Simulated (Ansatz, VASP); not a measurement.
## Two plane-wave programs on AlAs

The input INCAR:

```
SYSTEM = AlAs
  PREC = Accurate
  ENCUT = 450
  EDIFF = 1E-7
  ISMEAR = 0
  SIGMA = 0.02
  LREAL = .FALSE.
  LASPH = .TRUE.
  NELM = 120
  ALGO = Normal
  ISIF = 2
  LWAVE = .FALSE.
  LCHARG = .FALSE.
  GGA = PS
  IBRION = 2
  NSW = 60
  EDIFFG = -0.002
  GGA_COMPAT = .FALSE.
  NELMIN = 4
```

Contents of KPOINTS:

```
Automatic mesh
0
G
  8 8 8
  0 0 0
```

File POSCAR:

```
AlAs
1.0
    0.0000000000      2.8089260316      2.8655862332
    2.8089260316      0.0000000000      2.8655862332
    2.8089260316      2.8089260316      0.0000000000
Al As
1 1
Direct
    0.0000000000      0.0000000000      0.0000000000
    0.2500000000      0.2500000000      0.2500000000
```

Input for Ansatz:

```yaml
crystal:
  lattice:
    - [0.0, 2.8089260316, 2.8655862332]
    - [2.8089260316, 0.0, 2.8655862332]
    - [2.8089260316, 2.8089260316, 0.0]
  atoms:
    - { symbol: Al, position: [0.0, 0.0, 0.0] }
    - { symbol: As, position: [0.25, 0.25, 0.25] }
basis:
  ecutwfc: 600.0
kpoints:
  mp_grid: { grid: [8, 8, 8] }
hamiltonian:
  xc: pbesol
scf:
  occupations: { method: gaussian, width: 0.02 }
output:
  forces: true
  stress: true
  eigenvalues: true
  write_density: true
  write_potential: true
  elf: true
  volumetric_format: npy
relax:
  adjacent_minimum: "off"
  f_tol: 0.002
  max_steps: 40
```

Change from the starting cell: strained cell.

Alike in both runs: task relaxation of the atoms; functional PBEsol; k mesh 8 × 8 × 8; occupations gaussian, width 0.02 eV; no spin polarisation.

```csv
,VASP,Ansatz
version,VASP 6.6.1,Ansatz 0.2.0
potentials or method,"VASP PAW PBE potentials, release 64 (Al, As), cutoff 450 eV","scalar-relativistic, plane waves, PAW"
valence electrons in the cell,8,18
```

|  | VASP | Ansatz | Ansatz less VASP |
| --- | --- | --- | --- |
| gap on the k mesh at the Fermi level, each at its own relaxed structure (eV) | 1.25 | 1.26 | +0.012 |

VASP's potentials were made for PBE, not for PBEsol. VASP's potentials hold 8 valence electrons a cell and Ansatz's 18, so a difference there can come from the potentials and not from the codes. Ansatz's warnings: stress scf threshold loose.

Noted on VASP's run: the relaxation stopped at its first step, so nothing moved.
